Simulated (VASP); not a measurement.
# Mg (I4/mmm) in VASP: single point with PBEsol

Aim: the single point of Mg with PBEsol.

Program: VASP 6.6.1. These are calculated values, not measurements. Logs are shortened: lines on timing, memory, paths and dates and some standing lists are left out, and cuts for length are marked.

### Step 1. The cell of the first run

The structure is tetragonal, space group I4/mmm (No. 139). Conventional cell: a = 3.674 Å, b = 3.674 Å, c = 3.260 Å, α = 90.00°, β = 90.00°, γ = 90.00°. Mg (site symmetry 4/mmm) has 14 Mg at 3.07 to 3.67 Å within 4.0 Å.

### Step 2. Single point, PBEsol (strained)

Input file INCAR:

```
SYSTEM = Mg
ALGO     = Fast           ! electronic algorithm
EDIFF    = 1E-6           ! SCF threshold, eV
ENCUT    = 520            ! plane-wave cutoff, eV
GGA      = PS             ! functional
ISIF     = 2              ! what is computed and relaxed
ISMEAR   = 0              ! smearing method
LASPH    = .TRUE.         ! aspherical terms in the spheres
LCHARG   = .FALSE.        ! write CHGCAR
LREAL    = .FALSE.        ! projectors in reciprocal space
LWAVE    = .FALSE.        ! write WAVECAR
NBANDS   = 7              ! bands
NELM     = 60             ! most SCF steps
PREC     = Accurate       ! precision mode
SIGMA    = 0.1            ! smearing width, eV
```

Input file KPOINTS:

```
k-points
0
G
  16 16 16
  0 0 0
```

Input file POSCAR:

```
Mg
1.0
   -1.8367994663      1.8367994663      1.6297608372
    1.8367994663     -1.8367994663      1.6297608372
    1.8367994663      1.8367994663     -1.6297608372
Mg
1
Direct
    0.0000000000      0.0000000000      0.0000000000
```

Potentials or basis: VASP PAW PBE potentials, release 64 (Mg).

Started as:

```console
cat potpaw_PBE.64/Mg/POTCAR > POTCAR
mpirun -np 1 vasp_std > vasp.out
```

OUTCAR:

```text
SYSTEM = Mg
   EDIFF = 1E-6
   ENCUT = 520
   GGA = PS
   ISIF = 2
   ISMEAR = 0
   LASPH = .TRUE.
   LREAL = .FALSE.
   NELM = 60
   PREC = Accurate

 ion  position               nearest neighbor table
   1  0.000  0.000  0.000-

  LATTYP: Found a body centered tetragonal cell.
 ALAT       =     3.6735989326
 C/A-ratio  =     0.8872829436

  Lattice vectors:

 A1 = (  -1.8367994663,   1.8367994663,   1.6297608372)
 A2 = (   1.8367994663,  -1.8367994663,   1.6297608372)
 A3 = (   1.8367994663,   1.8367994663,  -1.6297608372)

Analysis of symmetry for initial positions (statically):
=====================================================================
 Subroutine PRICEL returns:
 Original cell was already a primitive cell.

 Routine SETGRP: Setting up the symmetry group for a
 body centered tetragonal supercell.

 Subroutine GETGRP returns: Found 16 space group operations
 (whereof 16 operations were pure point group operations)
 out of a pool of 16 trial point group operations.

The static configuration has the point symmetry D_4h.

Analysis of symmetry for dynamics (positions and initial velocities):
=====================================================================
 Subroutine PRICEL returns:
 Original cell was already a primitive cell.

 Routine SETGRP: Setting up the symmetry group for a
 body centered tetragonal supercell.

 Subroutine GETGRP returns: Found 16 space group operations
 (whereof 16 operations were pure point group operations)
 out of a pool of 16 trial point group operations.

The dynamic configuration has the point symmetry D_4h.

 Subroutine INISYM returns: Found 16 space group operations
 (whereof 16 operations are pure point group operations),
 and found     1 'primitive' translations

----------------------------------------------------------------------------------------

                                     Primitive cell

  volume of cell :      21.9942

  direct lattice vectors                    reciprocal lattice vectors
    -1.836799466  1.836799466  1.629760837     0.000000000  0.272212623  0.306793481
     1.836799466 -1.836799466  1.629760837     0.272212623  0.000000000  0.306793481
     1.836799466  1.836799466 -1.629760837     0.272212623  0.272212623  0.000000000

  length of vectors
     3.066559138  3.066559138  3.066559138     0.410148695  0.410148695  0.384966783

  position of ions in fractional coordinates (direct lattice)
     0.000000000  0.000000000  0.000000000

  ion indices of the primitive-cell ions
   primitive index   ion index
                 1           1

----------------------------------------------------------------------------------------

 KPOINTS: k-points

Automatic generation of k-mesh.
 Grid dimensions read from file:
 generate k-points for:   16   16   16

 Generating k-lattice:

  Cartesian coordinates                     Fractional coordinates (reciprocal lattice)
     0.000000000  0.017013289  0.019174593     0.062500000  0.000000000  0.000000000
     0.017013289  0.000000000  0.019174593     0.000000000  0.062500000  0.000000000
     0.017013289  0.017013289  0.000000000     0.000000000  0.000000000  0.062500000

  Length of vectors
     0.025634293  0.025634293  0.024060424

  Shift w.r.t. Gamma in fractional coordinates (k-lattice)
     0.000000000  0.000000000  0.000000000

 Subroutine IBZKPT returns following result:
 ===========================================

 Found    349 irreducible k-points:

 Following reciprocal coordinates:
            Coordinates               Weight
  0.000000  0.000000  0.000000      1.000000
  0.062500  0.000000  0.000000      8.000000
  0.125000  0.000000  0.000000      8.000000
  0.187500 -0.000000  0.000000      8.000000
  0.250000  0.000000  0.000000      8.000000
  0.312500  0.000000  0.000000      8.000000
[... 16 lines left out ...]
 -0.125000  0.062500  0.000000     16.000000
 -0.062500  0.062500  0.000000      4.000000
 [... further k-points ...]
   k-points           NKPTS =    349   k-points in BZ     NKDIM =    349   number of bands    NBANDS=      7
   number of dos      NEDOS =    301   number of ions     NIONS =      1
   total plane-waves  NPLWV =  13824
   dimension x,y,z NGX =    24 NGY =   24 NGZ =   24
   dimension x,y,z NGXF=    48 NGYF=   48 NGZF=   48
   ions per type =               1
   NGX,Y,Z   is equivalent  to a cutoff of  13.01, 13.01, 13.01 a.u.
   NGXF,Y,Z  is equivalent  to a cutoff of  26.02, 26.02, 26.02 a.u.
 SYSTEM =  Mg
   PREC   = accura    normal or accurate (medium, high low for compatibility)
   ISTART =      0    job   : 0-new  1-cont  2-samecut
   ICHARG =      2    charge: 1-file 2-atom 10-const
   ISPIN  =      1    spin polarized calculation?
   LNONCOLLINEAR =      F non collinear calculations
   LSORBIT =      F    spin-orbit coupling
   LASPH  =      T    aspherical Exc in radial PAW
   ENCUT  =  520.0 eV  38.22 Ry    6.18 a.u.   5.70  5.70  5.70*2*pi/ulx,y,z
   NELM   =     60;   NELMIN=  2; NELMDL= -5     # of ELM steps
   EDIFF  = 0.1E-05   stopping-criterion for ELM
   LREAL  =      F    real-space projection
   EDIFFG = 0.1E-04   stopping-criterion for IOM
   NSW    =      0    number of steps for IOM
   IBRION =     -1    ionic relax: 0-MD 1-quasi-New 2-CG
   NFREE  =      0    steps in history (QN), initial steepest desc. (CG)
   ISIF   =      2    stress and relaxation
   ISYM   =      2    0-nonsym 1-usesym 2-fastsym
   POTIM  = 0.5000    time-step for ionic-motion
   TEBEG  =    0.0;   TEEND  =   0.0 temperature during run
   PSTRESS=    0.0 pullay stress
   NELECT =       2.0000    total number of electrons
   NUPDOWN=      -1.0000    fix difference up-down
   EMIN   =  10.00;   EMAX   =-10.00  energy-range for DOS
   EFERMI =   0.00;   METHOD = LEGACY
   ISMEAR =     0;   SIGMA  =   0.10  broadening in eV -4-tet -1-fermi 0-gaus
   EFERMI_NEDOS =   21; number of points for ismear=-14 and -15
   IALGO  =     68    algorithm
   IMIX   =      4    mixing-type and parameters
     AMIX     =   0.40;   BMIX     =  1.00
     AMIX_MAG =   1.60;   BMIX_MAG =  1.00
  volume/ion in A,a.u.               =      21.99       148.42
  Fermi-wavevector in a.u.,A,eV,Ry     =   0.736177  1.391173  7.373771  0.541957
  Thomas-Fermi vector in A             =   1.829553
   LORBIT       =      0    0 simple, 1 ext, 2 COOP (PROOUT), +10 PAW based schemes
   GGA     = PS    functional components
   LHFCALC =     F    Hartree Fock is set to
   AEXX    =    0.0000 exact exchange contribution
   IVDW    =     0    specifies the selected vdW correction
   LEPSILON=     F    determine dielectric tensor
   LRPA    =     F    only Hartree local field effects (RPA)
 non-spin polarized calculation
 RMM-DIIS sequential band-by-band and
 Gauss-broadening in eV      SIGMA  =   0.10
  energy-cutoff  :      520.00
  volume of cell :       21.99
 maximum number of plane-waves:       603
   NGX = 11   NGY = 11   NGZ = 11

 number of electron       2.0000000 magnetization

 Free energy of the ion-electron system (eV)
  ---------------------------------------------------
  ext. energy  EPLUGINS =         0.00000000
  ---------------------------------------------------
  free energy    TOTEN  =        -1.69190437 eV

  energy without entropy =       -1.68923757  energy(sigma->0) =       -1.69057097

 E-fermi :   2.8786     XC(G=0):  -8.6705

 val. band max:        2.8785684570   @ k =   0.3125   0.3125   0.0000
 cond. band min:       2.8951213219   @ k =  -0.3750  -0.3750   0.0625
 fundamental gap:      0.0165528649
 Fermi energy:         2.8786268453

 k-point     1 :       0.0000    0.0000    0.0000
  band No.  band energies     occupation
      1      -4.2957      2.00000
      2      14.5749      0.00000
      3      16.8503      0.00000
      4      17.0915      0.00000
      5      17.0915      0.00000
      6      17.1454      0.00000
      7      17.1454      0.00000

 k-point     2 :       0.0625    0.0000    0.0000
  band No.  band energies     occupation
      1      -4.1966      2.00000
      2      14.1529      0.00000
      3      15.6981      0.00000
      4      16.2295      0.00000
      5      16.5275      0.00000
      6      17.6842      0.00000
      7      17.8874      0.00000

 k-point     3 :       0.1250    0.0000    0.0000
  band No.  band energies     occupation
      1      -3.8997      2.00000
      2      13.3927      0.00000
      3      13.6099      0.00000
      4      15.2210      0.00000
      5      15.4512      0.00000
      6      17.5713      0.00000
      7      18.8136      0.00000

 k-point     4 :       0.1875   -0.0000    0.0000
  band No.  band energies     occupation
      1      -3.4071      2.00000
      2      11.3560      0.00000
      3      12.6642      0.00000
      4      14.4089      0.00000
      5      14.4198      0.00000
      6      16.7349      0.00000
      7      19.3340      0.00000

 k-point     5 :       0.2500    0.0000    0.0000
  band No.  band energies     occupation
      1      -2.7220      2.00000
      2       9.1807      0.00000
      3      12.0516      0.00000
      4      13.5381      0.00000
      5      13.7488      0.00000
      6      15.9672      0.00000
      7      19.7723      0.00000
[... 161 lines left out ...]
 k-point    22 :      -0.1875    0.0625   -0.0000
  band No.  band energies     occupation
      1      -3.6389      2.00000
      2      11.7262      0.00000
      3      12.8027      0.00000
      4      14.7570      0.00000
      5      15.3624      0.00000
      6      18.2343      0.00000
      7      18.9409      0.00000

 k-point    23 :      -0.1250    0.0625    0.0000
  band No.  band energies     occupation
      1      -4.0221      2.00000
      2      12.6338      0.00000
      3      14.9368      0.00000
      4      15.6691      0.00000
      5      16.2871      0.00000
      6      17.8884      0.00000
      7      18.6623      0.00000

 k-point    24 :      -0.0625    0.0625    0.0000
  band No.  band energies     occupation
      1      -4.2083      2.00000
      2      13.5550      0.00000
      3      16.1215      0.00000
      4      16.7673      0.00000
      5      16.8124      0.00000
      6      17.1566      0.00000
      7      18.4686      0.00000

 [... further k-points ...]

------------------------ aborting loop because EDIFF is reached ----------------------------------------

  FORCE on cell =-STRESS in cart. coord.  units (eV):
  Direction    XX          YY          ZZ          XY          YZ          ZX
  --------------------------------------------------------------------------------------
  -------------------------------------------------------------------------------------
  Total        0.0973568      0.0973568      0.2337271      0.0000000      0.0000000      0.0000000
  in kB        7.0920157      7.0920157     17.0259847      0.0000000      0.0000000      0.0000000
  external PRESSURE =      10.4033387 kB  Pullay stress =       0.0000000 kB

 VOLUME and BASIS-vectors are now :
 -----------------------------------------------------------------------------
  energy-cutoff  :      520.00
  volume of cell :       21.99
      direct lattice vectors                 reciprocal lattice vectors
    -1.836799466  1.836799466  1.629760837     0.000000000  0.272212623  0.306793481
     1.836799466 -1.836799466  1.629760837     0.272212623  0.000000000  0.306793481
     1.836799466  1.836799466 -1.629760837     0.272212623  0.272212623  0.000000000

 POSITION                                       TOTAL-FORCE (eV/Angst)
 -----------------------------------------------------------------------------------
      0.00000      0.00000      0.00000        -0.000000     -0.000000      0.000000
 -----------------------------------------------------------------------------------
    total drift:                                0.000000      0.000000      0.000000

  FREE ENERGIE OF THE ION-ELECTRON SYSTEM (eV)
  ---------------------------------------------------
  free  energy   TOTEN  =        -1.6919043654 eV

  energy  without entropy=       -1.6892375704  energy(sigma->0) =       -1.69057097
```

Run time: 20 s. Hardware: 1 thread of Intel Xeon Platinum 8259CL at 2.50GHz (Skylake/Cascade Lake), shared host; peak memory 0.18 GiB.

Results:

```
Free energy            : -1.6919 eV
Pressure               : 1.0 GPa
Band gap on the k mesh : zero (band 1 reaches 5.90 eV, above the bottom of band 2 at 1.37 eV)
```

Levels at points of the mesh, in eV from the Fermi level:
```
           k point  band 1  band 2  band 3  band 4
(0.00, 0.00, 0.00)   -7.17   11.70   13.97   14.21
(0.50, 0.00, 0.00)   -1.37   -0.61    8.10    9.03
(0.50, 0.50, 0.00)   -1.94   -1.51   10.34   11.17
(0.50, 0.50, 0.50)    3.02    3.02    3.40    4.09
```

Caveat: the cell differs from its parent crystal (strained); the PAW data sets were made with another functional, which shifts forces and pressure a little.
